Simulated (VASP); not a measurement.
# Pb (Fm-3m) in VASP: further runs

The runs below take Pb through relaxation of cell and atoms, with PBE.

Program: VASP 6.6.1. These are calculated values, not measurements. Logs are shortened: lines on timing, memory, paths and dates and some standing lists are left out, and cuts for length are marked.

### 1 The cell of the first run

It takes space group Fm-3m (No. 225, cubic). Conventional cell: a = 4.282 Å, b = 4.282 Å, c = 4.282 Å, α = 90.00°, β = 90.00°, γ = 90.00°. Pb (site symmetry m-3m) has 12 Pb at 3.03 Å within 4.0 Å.

### 2 Relaxation of cell and atoms, PBE, target pressure 64 GPa, at which the enthalpy is minimised

Input file INCAR:

```
PREC     = Accurate       # precision mode
ENCUT    = 600            # plane-wave cutoff, eV
EDIFF    = 1E-7           # SCF threshold, eV
ISMEAR   = -1             # smearing method
SIGMA    = 0.05           # smearing width, eV
LREAL    = F              # projectors in reciprocal space
LASPH    = T              # aspherical terms in the spheres
NELM     = 80             # most SCF steps
ALGO     = Normal         # electronic algorithm
ISIF     = 3              # what is computed and relaxed
LWAVE    = F              # write WAVECAR
LCHARG   = F              # write CHGCAR
GGA      = PE             # functional
IBRION   = 2              # ionic algorithm
NSW      = 32             # ionic steps
EDIFFG   = -0.005         # ionic threshold
PSTRESS  = 640.0
```

Input file KPOINTS:

```
regular mesh
0
Gamma
  15 15 15
```

Input file POSCAR:

```
Pb
1.0
    0.0000000000      2.1410015683      2.1410015683
    2.1410015683      0.0000000000      2.1410015683
    2.1410015683      2.1410015683      0.0000000000
Pb
1
Direct
    0.0000000000      0.0000000000      0.0000000000
```

Potentials or basis: VASP PAW PBE potentials, release 64 (Pb_d).

Command:

```console
$ cat potpaw_PBE.64/Pb_d/POTCAR > POTCAR
$ mpirun -np 1 vasp_std > vasp.out
```

OUTCAR:

```text
PREC = Accurate
   ENCUT = 600
   EDIFF = 1E-7
   ISMEAR = -1
   LREAL = F
   LASPH = T
   NELM = 80
   ISIF = 3
   GGA = PE
   IBRION = 2
   NSW = 32
   EDIFFG = -0.005
   PSTRESS = 640.0

 ion  position               nearest neighbor table
   1  0.000  0.000  0.000-

  LATTYP: Found a face centered cubic cell.
 ALAT       =     4.2820031366

  Lattice vectors:

 A1 = (   0.0000000000,   2.1410015683,   2.1410015683)
 A2 = (   2.1410015683,   0.0000000000,   2.1410015683)
 A3 = (   2.1410015683,   2.1410015683,   0.0000000000)

Analysis of symmetry for initial positions (statically):
=====================================================================
 Subroutine PRICEL returns:
 Original cell was already a primitive cell.

 Routine SETGRP: Setting up the symmetry group for a
 face centered cubic supercell.

 Subroutine GETGRP returns: Found 48 space group operations
 (whereof 48 operations were pure point group operations)
 out of a pool of 48 trial point group operations.

The static configuration has the point symmetry O_h .

Analysis of symmetry for dynamics (positions and initial velocities):
=====================================================================
 Subroutine PRICEL returns:
 Original cell was already a primitive cell.

 Routine SETGRP: Setting up the symmetry group for a
 face centered cubic supercell.

 Subroutine GETGRP returns: Found 48 space group operations
 (whereof 48 operations were pure point group operations)
 out of a pool of 48 trial point group operations.

The dynamic configuration has the point symmetry O_h .

 Subroutine INISYM returns: Found 48 space group operations
 (whereof 48 operations are pure point group operations),
 and found     1 'primitive' translations

----------------------------------------------------------------------------------------

                                     Primitive cell

  volume of cell :      19.6282

  direct lattice vectors                    reciprocal lattice vectors
     0.000000000  2.141001568  2.141001568    -0.233535560  0.233535560  0.233535560
     2.141001568  0.000000000  2.141001568     0.233535560 -0.233535560  0.233535560
     2.141001568  2.141001568  0.000000000     0.233535560  0.233535560 -0.233535560

  length of vectors
     3.027833455  3.027833455  3.027833455     0.404495455  0.404495455  0.404495455

  position of ions in fractional coordinates (direct lattice)
     0.000000000  0.000000000  0.000000000

  ion indices of the primitive-cell ions
   primitive index   ion index
                 1           1

----------------------------------------------------------------------------------------

 KPOINTS: regular mesh

Automatic generation of k-mesh.
 Grid dimensions read from file:
 generate k-points for:   15   15   15

 Generating k-lattice:

  Cartesian coordinates                     Fractional coordinates (reciprocal lattice)
    -0.015569037  0.015569037  0.015569037     0.066666667  0.000000000  0.000000000
     0.015569037 -0.015569037  0.015569037     0.000000000  0.066666667  0.000000000
     0.015569037  0.015569037 -0.015569037     0.000000000  0.000000000  0.066666667

  Length of vectors
     0.026966364  0.026966364  0.026966364

  Shift w.r.t. Gamma in fractional coordinates (k-lattice)
     0.000000000  0.000000000  0.000000000

 Subroutine IBZKPT returns following result:
 ===========================================

 Found    120 irreducible k-points:

 Following reciprocal coordinates:
            Coordinates               Weight
  0.000000  0.000000  0.000000      1.000000
  0.066667  0.000000  0.000000      8.000000
  0.133333  0.000000  0.000000      8.000000
  0.200000  0.000000  0.000000      8.000000
  0.266667  0.000000  0.000000      8.000000
  0.333333  0.000000  0.000000      8.000000
[... 16 lines left out ...]
  0.133333  0.133333  0.000000      6.000000
  0.200000  0.133333  0.000000     24.000000
 [... further k-points ...]
   k-points           NKPTS =    120   k-points in BZ     NKDIM =    120   number of bands    NBANDS=     11
   number of dos      NEDOS =    301   number of ions     NIONS =      1
   total plane-waves  NPLWV =  13824
   dimension x,y,z NGX =    24 NGY =   24 NGZ =   24
   dimension x,y,z NGXF=    48 NGYF=   48 NGZF=   48
   ions per type =               1
   NGX,Y,Z   is equivalent  to a cutoff of  13.18, 13.18, 13.18 a.u.
   NGXF,Y,Z  is equivalent  to a cutoff of  26.35, 26.35, 26.35 a.u.
 SYSTEM =  unknown system
   PREC   = accura    normal or accurate (medium, high low for compatibility)
   ISTART =      0    job   : 0-new  1-cont  2-samecut
   ICHARG =      2    charge: 1-file 2-atom 10-const
   ISPIN  =      1    spin polarized calculation?
   LNONCOLLINEAR =      F non collinear calculations
   LSORBIT =      F    spin-orbit coupling
   LASPH  =      T    aspherical Exc in radial PAW
   ENCUT  =  600.0 eV  44.10 Ry    6.64 a.u.   6.05  6.05  6.05*2*pi/ulx,y,z
   NELM   =     80;   NELMIN=  2; NELMDL= -5     # of ELM steps
   EDIFF  = 0.1E-06   stopping-criterion for ELM
   LREAL  =      F    real-space projection
   EDIFFG = -.5E-02   stopping-criterion for IOM
   NSW    =     32    number of steps for IOM
   IBRION =      2    ionic relax: 0-MD 1-quasi-New 2-CG
   NFREE  =      1    steps in history (QN), initial steepest desc. (CG)
   ISIF   =      3    stress and relaxation
   ISYM   =      2    0-nonsym 1-usesym 2-fastsym
   POTIM  = 0.5000    time-step for ionic-motion
   TEBEG  =    0.0;   TEEND  =   0.0 temperature during run
   PSTRESS=  640.0 pullay stress
   NELECT =      14.0000    total number of electrons
   NUPDOWN=      -1.0000    fix difference up-down
   EMIN   =  10.00;   EMAX   =-10.00  energy-range for DOS
   EFERMI =   0.00;   METHOD = LEGACY
   ISMEAR =    -1;   SIGMA  =   0.05  broadening in eV -4-tet -1-fermi 0-gaus
   EFERMI_NEDOS =   21; number of points for ismear=-14 and -15
   IALGO  =     38    algorithm
   IMIX   =      4    mixing-type and parameters
     AMIX     =   0.40;   BMIX     =  1.00
     AMIX_MAG =   1.60;   BMIX_MAG =  1.00
  volume/ion in A,a.u.               =      19.63       132.46
  Fermi-wavevector in a.u.,A,eV,Ry     =   1.462707  2.764114 29.109805  2.139510
  Thomas-Fermi vector in A             =   2.578888
   LORBIT       =      0    0 simple, 1 ext, 2 COOP (PROOUT), +10 PAW based schemes
   GGA     = PE    functional components
   LHFCALC =     F    Hartree Fock is set to
   AEXX    =    0.0000 exact exchange contribution
   IVDW    =     0    specifies the selected vdW correction
   LEPSILON=     F    determine dielectric tensor
   LRPA    =     F    only Hartree local field effects (RPA)
 conjugate gradient relaxation of ions
 non-spin polarized calculation
  energy-cutoff  :      600.00
  volume of cell :       19.63
 maximum number of plane-waves:       667
   NGX = 13   NGY = 13   NGZ = 13

--------------------------------------- Ionic step        1  -------------------------------------------

 number of electron      14.0000001 magnetization

 Free energy of the ion-electron system (eV)
  ---------------------------------------------------
  ext. energy  EPLUGINS =         0.00000000
  ---------------------------------------------------
  free energy    TOTEN  =        -2.03967952 eV

  energy without entropy =       -2.03639116  energy(sigma->0) =       -2.03803534

------------------------ aborting loop because EDIFF is reached ----------------------------------------

  FORCE on cell =-STRESS in cart. coord.  units (eV):
  Direction    XX          YY          ZZ          XY          YZ          ZX
  --------------------------------------------------------------------------------------
  -------------------------------------------------------------------------------------
  Total        7.8355617      7.8355617      7.8355617      0.0000000     -0.0000000      0.0000000
  in kB      639.5872015    639.5872015    639.5872015      0.0000000     -0.0000000      0.0000000
  external PRESSURE =      -0.4127985 kB  Pullay stress =     640.0000000 kB
[... 59 lines left out ...]
  enthalpy is  TOTEN    =         5.8009455936 eV   P V=        7.8348816013

--------------------------------------- Ionic step        3  -------------------------------------------

 number of electron      14.0000001 magnetization

 Free energy of the ion-electron system (eV)
  ---------------------------------------------------
  ext. energy  EPLUGINS =         0.00000000
  ---------------------------------------------------
  free energy    TOTEN  =        -2.03861764 eV

  energy without entropy =       -2.03533049  energy(sigma->0) =       -2.03697406

 E-fermi :  13.7412     XC(G=0): -12.4641

 val. band max:       13.7394892869   @ k =  -0.3333   0.4667   0.2000
 cond. band min:      13.7737986928   @ k =   0.3333   0.1333   0.0000
 fundamental gap:      0.0343094059
 Fermi energy:        13.7411807430

 k-point     1 :       0.0000    0.0000    0.0000
  band No.  band energies     occupation
      1      -4.4775      2.00000
      2      -4.4775      2.00000
      3      -4.4775      2.00000
      4      -3.9923      2.00000
      5      -3.9923      2.00000
      6      -2.2388      2.00000
      7      22.8923      0.00000
      8      24.3079      0.00000
      9      24.3079      0.00000
     10      24.3079      0.00000
     11      29.8391      0.00000
[... 309 lines left out ...]
 k-point    24 :       0.2000    0.1333    0.0000
  band No.  band energies     occupation
      1      -4.6229      2.00000
      2      -4.2729      2.00000
      3      -4.2588      2.00000
      4      -4.1693      2.00000
      5      -3.8879      2.00000
      6      -1.0319      2.00000
      7      19.3807      0.00000
      8      21.2072      0.00000
      9      22.1807      0.00000
     10      23.6108      0.00000
     11      24.7225      0.00000

 [... further k-points ...]

------------------------ aborting loop because EDIFF is reached ----------------------------------------

  FORCE on cell =-STRESS in cart. coord.  units (eV):
  Direction    XX          YY          ZZ          XY          YZ          ZX
  --------------------------------------------------------------------------------------
  -------------------------------------------------------------------------------------
  Total        7.8407592      7.8407592      7.8407592     -0.0000000     -0.0000000      0.0000000
  in kB      640.0981607    640.0981607    640.0981607     -0.0000000     -0.0000000      0.0000000
  external PRESSURE =       0.0981607 kB  Pullay stress =     640.0000000 kB
[... 16 lines left out ...]
  FREE ENERGIE OF THE ION-ELECTRON SYSTEM (eV)
  ---------------------------------------------------
  free  energy   TOTEN  =        -2.0386176379 eV

  energy  without entropy=       -2.0353304902  energy(sigma->0) =       -2.03697406

  enthalpy is  TOTEN    =         5.8009391614 eV   P V=        7.8395567993

 reached required accuracy - stopping structural energy minimisation
```

Wall time 29 s (1 thread of Intel Xeon Platinum 8488C (Sapphire Rapids), shared host); peak memory 0.16 GiB.

Results:

| Property | Result |
| --- | --- |
| Free energy | -2.0386 eV |
| Relaxed volume | 19.63 Å³/atom |
| Relaxed cell | a = 3.028 Å, b = 3.028 Å, c = 3.028 Å, α = 60.00°, β = 60.00°, γ = 60.00° |
| Space group after relaxing (to 0.1 Å) | Fm-3m (No. 225) |
| Energy change on relaxing (the run minimises the enthalpy) | +1.1 meV/atom |
| Ionic steps | 3 |
| Pressure after relaxing | 64.0 GPa |
| Band gap on the k mesh | zero (bands 7 and 8 overlap by 11.99 eV) |

Step by step:
| step | energy change (eV) | largest force (eV/Å) | pressure (GPa) | volume (Å³) |
| --- | --- | --- | --- | --- |
| 1 | 0.0000 | 0.0000 | 63.96 | 19.63 |
| 2 | 0.0057 | 0.0000 | 64.18 | 19.61 |
| 3 | 0.0011 | 0.0000 | 64.01 | 19.63 |

Final structure:
```
Pb
1.0
     0.00000    2.14090    2.14090
     2.14090    0.00000    2.14090
     2.14090    2.14090    0.00000
Pb
1
Direct
  0.00000 0.00000 0.00000
```

Caveat: the cell is relaxed towards a set pressure, so the run minimises the enthalpy, not the energy; spin-orbit coupling is left out, which moves the levels of the heavy elements.

### 3 Relaxation of cell and atoms, PBE

This run uses another cell than the first one, of 31.91 Å³/atom.

Input file INCAR:

```
SYSTEM = Pb
PREC     = Accurate       ! precision mode
ENCUT    = 600            ! plane-wave cutoff, eV
EDIFF    = 1E-6           ! SCF threshold, eV
ISMEAR   = -1             ! smearing method
SIGMA    = 0.05           ! smearing width, eV
LREAL    = .False.        ! projectors in reciprocal space
LASPH    = .True.         ! aspherical terms in the spheres
NELM     = 100            ! most SCF steps
ALGO     = Normal         ! electronic algorithm
ISIF     = 3              ! what is computed and relaxed
LWAVE    = .False.        ! write WAVECAR
LCHARG   = .False.        ! write CHGCAR
GGA      = PE             ! functional
IBRION   = 2              ! ionic algorithm
NSW      = 60             ! ionic steps
EDIFFG   = -0.005         ! ionic threshold
```

Input file KPOINTS:

```
regular mesh
0
Gamma
  14 14 14
  0 0 0
```

Input file POSCAR:

```
Pb
1.0
    0.0000000000      2.5175827160      2.5175827160
    2.5175827160      0.0000000000      2.5175827160
    2.5175827160      2.5175827160      0.0000000000
Pb
1
Direct
    0.0000000000      0.0000000000      0.0000000000
```

Potentials or basis: VASP PAW PBE potentials, release 64 (Pb_d).

Command:

```console
$ cat potpaw_PBE.64/Pb_d/POTCAR > POTCAR
$ mpirun -np 1 vasp_std > vasp.out
```

OUTCAR:

```text
SYSTEM = Pb
   PREC = Accurate
   ENCUT = 600
   EDIFF = 1E-6
   ISMEAR = -1
   LREAL = .False.
   LASPH = .True.
   NELM = 100
   ISIF = 3
   GGA = PE
   IBRION = 2
   NSW = 60
   EDIFFG = -0.005

 ion  position               nearest neighbor table
   1  0.000  0.000  0.000-

  LATTYP: Found a face centered cubic cell.
 ALAT       =     5.0351654320

  Lattice vectors:

 A1 = (   0.0000000000,   2.5175827160,   2.5175827160)
 A2 = (   2.5175827160,   0.0000000000,   2.5175827160)
 A3 = (   2.5175827160,   2.5175827160,   0.0000000000)

Analysis of symmetry for initial positions (statically):
=====================================================================
 Subroutine PRICEL returns:
 Original cell was already a primitive cell.

[... 292 lines left out ...]
      2     -10.3433      2.00000
      3     -10.3433      2.00000
      4     -10.2250      2.00000
      5     -10.2250      2.00000
      6      -4.7074      2.00000
      7      13.6916      0.00000
      8      13.6916      0.00000
      9      13.6916      0.00000
     10      16.4178      0.00000
     11      17.3515      0.00000
[... 309 lines left out ...]
 k-point    24 :       0.2857    0.1429    0.0000
  band No.  band energies     occupation
      1     -10.3766      2.00000
      2     -10.2934      2.00000
      3     -10.2699      2.00000
      4     -10.2334      2.00000
      5     -10.1656      2.00000
      6      -3.3622      2.00000
      7       7.8102      0.00000
      8      11.1942      0.00000
      9      11.3785      0.00000
     10      14.9837      0.00000
     11      16.4825      0.00000

 [... further k-points ...]

------------------------ aborting loop because EDIFF is reached ----------------------------------------

  FORCE on cell =-STRESS in cart. coord.  units (eV):
  Direction    XX          YY          ZZ          XY          YZ          ZX
  --------------------------------------------------------------------------------------
  -------------------------------------------------------------------------------------
  Total       -0.0000918     -0.0000918     -0.0000918     -0.0000000      0.0000000     -0.0000000
  in kB       -0.0045977     -0.0045977     -0.0045977     -0.0000000      0.0000000     -0.0000000
  external PRESSURE =      -0.0045977 kB  Pullay stress =       0.0000000 kB
[... 16 lines left out ...]
  FREE ENERGIE OF THE ION-ELECTRON SYSTEM (eV)
  ---------------------------------------------------
  free  energy   TOTEN  =        -3.5696568599 eV

  energy  without entropy=       -3.5658513016  energy(sigma->0) =       -3.56775408

 reached required accuracy - stopping structural energy minimisation
```

CONTCAR:

```text
Pb
   1.00000000000000
    -0.0000000000000000    2.5198729822865764    2.5198729822865764
     2.5198729822865764    0.0000000000000000    2.5198729822865764
     2.5198729822865764    2.5198729822865764    0.0000000000000000
  Pb
     1
Direct
     0.0000000000000000    0.0000000000000000    0.0000000000000000

  0.00000000E+00  0.00000000E+00  0.00000000E+00
```

Wall time 52 s (1 thread of Intel Xeon Platinum 8488C (Sapphire Rapids), shared host); peak memory 0.19 GiB.

Results:

| Property | Result |
| --- | --- |
| Free energy | -3.5697 eV |
| Relaxed volume | 32.00 Å³/atom |
| Relaxed cell | a = 3.564 Å, b = 3.564 Å, c = 3.564 Å, α = 60.00°, β = 60.00°, γ = 60.00° |
| Space group after relaxing (to 0.1 Å) | Fm-3m (No. 225) |
| Energy gained by relaxing | 0.0 meV/atom |
| Ionic steps | 4 |
| Pressure after relaxing | 0.0 GPa |
| Band gap on the k mesh | zero (bands 7 and 8 overlap by 8.45 eV) |

Final structure:
```
Pb
1.0
     0.00000    2.51987    2.51987
     2.51987    0.00000    2.51987
     2.51987    2.51987    0.00000
Pb
1
Cartesian
  0.0000 0.0000 0.0000
```

Caveat: spin-orbit coupling is left out, which moves the levels of the heavy elements.

The gap in the log of VASP goes by the Fermi energy; the results here count the filled bands.